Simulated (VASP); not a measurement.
# C (P6_322) in VASP: notebook, part 2 of 2

VASP 6.6.1. Earlier steps stand in the parts before.

### 4 Single point, PBE, collinear spin

Input file INCAR:

```
PREC = Accurate
ENCUT = 520
EDIFF = 1E-6
ISMEAR = 0
SIGMA = 0.1
LREAL = F
LASPH = T
NELM = 150
ALGO = Normal
ISIF = 2
LWAVE = F
LCHARG = T
ISPIN = 2
MAGMOM = 1 1 1 1 1 1 1 1 1 1 1 1
LORBIT = 11
GGA = PE
LELF = T
LVHAR = T
NBANDS = 40
```

Input file KPOINTS:

```
Automatic mesh
0
Gamma
  6 6 4
```

Input file POSCAR:

```
C
1.0
    4.7656033900      0.0000000000      0.0000000000
   -2.3828017000      4.1271336000      0.0000000000
    0.0000000000      0.0000000000      3.7843905700
C
12
Direct
    0.6221980300      0.6658045100      0.3131748000
    0.3341954900      0.9563935300      0.3131748000
    0.0436064700      0.3778019700      0.3131748000
    0.3778019700      0.3341954900      0.8131748000
    0.6658045100      0.0436064700      0.8131748000
    0.9563935300      0.6221980300      0.8131748000
    0.3341954900      0.3778019700      0.1868252000
    0.6221980300      0.9563935300      0.1868252000
    0.0436064700      0.6658045100      0.1868252000
    0.6658045100      0.6221980300      0.6868252000
    0.3778019700      0.0436064700      0.6868252000
    0.9563935300      0.3341954900      0.6868252000
```

Potentials or basis: VASP PAW PBE potentials, release 64 (C).

Run with:

```sh
$ cat potpaw_PBE.64/C/POTCAR > POTCAR
$ mpirun -np 1 vasp_std > vasp.out
```

OUTCAR:

```text
PREC = Accurate
   ENCUT = 520
   EDIFF = 1E-6
   ISMEAR = 0
   LREAL = F
   LASPH = T
   NELM = 150
   ISIF = 2
   ISPIN = 2
   LORBIT = 11
   GGA = PE

 ion  position               nearest neighbor table
   1  0.622  0.666  0.313-   7 1.45  10 1.46   8 1.47   9 2.06
   2  0.334  0.956  0.313-   8 1.45  11 1.46   9 1.47   7 2.06
   3  0.044  0.378  0.313-   9 1.45  12 1.46   7 1.47   8 2.06
   4  0.378  0.334  0.813-  10 1.45   7 1.46  11 1.47  12 2.06
   5  0.666  0.044  0.813-  11 1.45   8 1.46  12 1.47  10 2.06
   6  0.956  0.622  0.813-  12 1.45   9 1.46  10 1.47  11 2.06
   7  0.334  0.378  0.187-   1 1.45   4 1.46   3 1.47   2 2.06
   8  0.622  0.956  0.187-   2 1.45   5 1.46   1 1.47   3 2.06
   9  0.044  0.666  0.187-   3 1.45   6 1.46   2 1.47   1 2.06
  10  0.666  0.622  0.687-   4 1.45   1 1.46   6 1.47   5 2.06
  11  0.378  0.044  0.687-   5 1.45   2 1.46   4 1.47   6 2.06
  12  0.956  0.334  0.687-   6 1.45   3 1.46   5 1.47   4 2.06

  LATTYP: Found a hexagonal cell.
 ALAT       =     4.7656033900
 C/A-ratio  =     0.7941052287

  Lattice vectors:

 A1 = (   4.7656033900,   0.0000000000,   0.0000000000)
 A2 = (  -2.3828017000,   4.1271336000,   0.0000000000)
 A3 = (   0.0000000000,   0.0000000000,   3.7843905700)

Analysis of symmetry for initial positions (statically):
=====================================================================
 Subroutine PRICEL returns:
 Original cell was already a primitive cell.

 Routine SETGRP: Setting up the symmetry group for a
 hexagonal supercell.

 Subroutine GETGRP returns: Found 12 space group operations
 (whereof  6 operations were pure point group operations)
 out of a pool of 24 trial point group operations.

The static configuration has the point symmetry D_3 .
 The point group associated with its full space group is D_6 .

[... 1845 lines left out ...]

------------------------ aborting loop because EDIFF is reached ----------------------------------------

  FORCE on cell =-STRESS in cart. coord.  units (eV):
  Direction    XX          YY          ZZ          XY          YZ          ZX
  --------------------------------------------------------------------------------------
  -------------------------------------------------------------------------------------
  Total       -6.6353791     -6.6353791     48.3791314      0.0000000     -0.0000000      0.0000000
  in kB     -142.8281947   -142.8281947   1041.3729051      0.0000002     -0.0000000      0.0000000
  external PRESSURE =     251.9055052 kB  Pullay stress =       0.0000000 kB

 VOLUME and BASIS-vectors are now :
 -----------------------------------------------------------------------------
  energy-cutoff  :      520.00
  volume of cell :       74.43
      direct lattice vectors                 reciprocal lattice vectors
     4.765603390  0.000000000  0.000000000     0.209837017  0.121149459  0.000000000
    -2.382801700  4.127133600  0.000000000     0.000000000  0.242298917  0.000000000
     0.000000000  0.000000000  3.784390570     0.000000000  0.000000000  0.264243339

 POSITION                                       TOTAL-FORCE (eV/Angst)
 -----------------------------------------------------------------------------------
      1.37867      2.74786      1.18518         3.865468     -0.003104      1.510718
     -0.68625      3.94716      1.18518        -1.930046      3.349145      1.510718
     -0.69242      1.55924      1.18518        -1.935422     -3.346042      1.510718
      1.00413      1.37927      3.07737        -3.865468      0.003104      1.510718
      3.06905      0.17997      3.07737         1.930046     -3.349145      1.510718
      3.07522      2.56789      3.07737         1.935422      3.346042      1.510718
      0.69242      1.55924      0.70702         1.935422     -3.346042     -1.510718
      0.68625      3.94716      0.70702         1.930046      3.349145     -1.510718
     -1.37867      2.74786      0.70702        -3.865468     -0.003104     -1.510718
      1.69039      2.56789      2.59921        -1.935422      3.346042     -1.510718
      1.69655      0.17997      2.59921        -1.930046     -3.349145     -1.510718
      3.76147      1.37927      2.59921         3.865468      0.003104     -1.510718
 -----------------------------------------------------------------------------------
    total drift:                               -0.000017     -0.000006      0.000000

  FREE ENERGIE OF THE ION-ELECTRON SYSTEM (eV)
  ---------------------------------------------------
  free  energy   TOTEN  =       -96.5704585250 eV

  energy  without entropy=      -96.5655816739  energy(sigma->0) =      -96.56802010

 total charge

# of ion       s       p       d       tot
------------------------------------------
    1        0.859   1.734   0.000   2.593
    2        0.859   1.734   0.000   2.593
    3        0.859   1.734   0.000   2.593
    4        0.859   1.734   0.000   2.593
    5        0.859   1.734   0.000   2.593
    6        0.859   1.734   0.000   2.593
    7        0.859   1.734   0.000   2.593
    8        0.859   1.734   0.000   2.593
    9        0.859   1.734   0.000   2.593
   10        0.859   1.734   0.000   2.593
   11        0.859   1.734   0.000   2.593
   12        0.859   1.734   0.000   2.593
--------------------------------------------------
tot         10.304  20.806   0.000  31.110

 magnetization (x)

# of ion       s       p       d       tot
------------------------------------------
    1        0.000   0.000   0.000   0.000
    2        0.000   0.000   0.000   0.000
    3        0.000   0.000   0.000   0.000
    4        0.000   0.000   0.000   0.000
    5        0.000   0.000   0.000   0.000
    6        0.000   0.000   0.000   0.000
    7        0.000   0.000   0.000   0.000
    8        0.000   0.000   0.000   0.000
    9        0.000   0.000   0.000   0.000
   10        0.000   0.000   0.000   0.000
   11        0.000   0.000   0.000   0.000
   12        0.000   0.000   0.000   0.000
--------------------------------------------------
tot          0.000   0.000   0.000   0.000
```

Run time: 2.2 min. Hardware: 1 thread of Intel Xeon Platinum 8488C (Sapphire Rapids), shared host; peak memory 0.25 GiB.

What came out:

- Free energy: -96.5705 eV
- Pressure: 25.2 GPa
- Largest force: 4.150 eV/Å
- Band gap on the k mesh: zero (filled and empty bands overlap)
- Net moment: 0.00 μB per cell
- Valence electrons inside the program's atomic spheres: C 2.59

Forces in eV/Å, atoms in the order of the input:
```
C    3.865 -0.003  1.511
C   -1.930  3.349  1.511
C   -1.935 -3.346  1.511
C   -3.865  0.003  1.511
C    1.930 -3.349  1.511
C    1.935  3.346  1.511
C    1.935 -3.346 -1.511
C    1.930  3.349 -1.511
C   -3.865 -0.003 -1.511
C   -1.935  3.346 -1.511
C   -1.930 -3.349 -1.511
C    3.865  0.003 -1.511
```

Levels at points of the mesh, in eV from the Fermi level:
Spin up:
| k point | band 22 | band 23 | band 24 | band 25 | band 26 | band 27 |
| --- | --- | --- | --- | --- | --- | --- |
| (0.00, 0.00, 0.00) | -0.06 | -0.02 | 0.39 | 0.39 | 0.45 | 0.62 |
| (0.50, 0.00, 0.00) | -3.24 | -1.49 | -1.41 | 0.70 | 1.37 | 2.02 |
| (0.00, 0.00, 0.50) | -2.48 | -0.80 | -0.80 | 1.72 | 1.72 | 2.51 |
| (0.50, 0.00, 0.50) | -2.68 | -2.30 | -2.30 | 1.31 | 1.31 | 3.02 |
Spin down:
```tsv
k point	band 22	band 23	band 24	band 25	band 26	band 27
(0.00, 0.00, 0.00)	-0.06	-0.02	0.39	0.39	0.45	0.62
(0.50, 0.00, 0.00)	-3.24	-1.49	-1.41	0.70	1.37	2.02
(0.00, 0.00, 0.50)	-2.48	-0.80	-0.80	1.72	1.72	2.51
(0.50, 0.00, 0.50)	-2.68	-2.30	-2.30	1.31	1.31	3.02
```

Caveat: the k points lie up to 0.42 Å⁻¹ apart, too coarse for converged energies and pressures of a metal; this functional lacks dispersion, which binds layers or chains, so the pressure and a relaxed spacing across them are unreliable; forces of over 1 eV/Å act on the atoms, so gaps and moduli don't describe the material at rest.

### 5 The runs side by side

| task | spin | cell | cutoff (eV) | gap on the mesh (eV) | pressure (GPa) | largest force (eV/Å) |
| --- | --- | --- | --- | --- | --- | --- |
| single point | off | as given | 520 | none | 25.2 | 4.15 |
| relaxation of cell and atoms | off | relaxed | 600 | - | 0.1 | 0.04 |
| single point | collinear | as given | 520 | none | 25.2 | 4.15 |

Alike in all rows: level PBE; potentials or basis VASP PAW PBE potentials, release 64 (C); k mesh 6 × 6 × 4; smearing gaussian 0.1 eV.

Caveats: some runs use coarse meshes; this functional lacks dispersion, which binds layers or chains, so the pressure and a relaxed spacing across them are unreliable; forces of over 1 eV/Å act on the atoms, so gaps and moduli don't describe the material at rest (at least some runs).

Absolute energies hang on the potentials; compare differences alone.
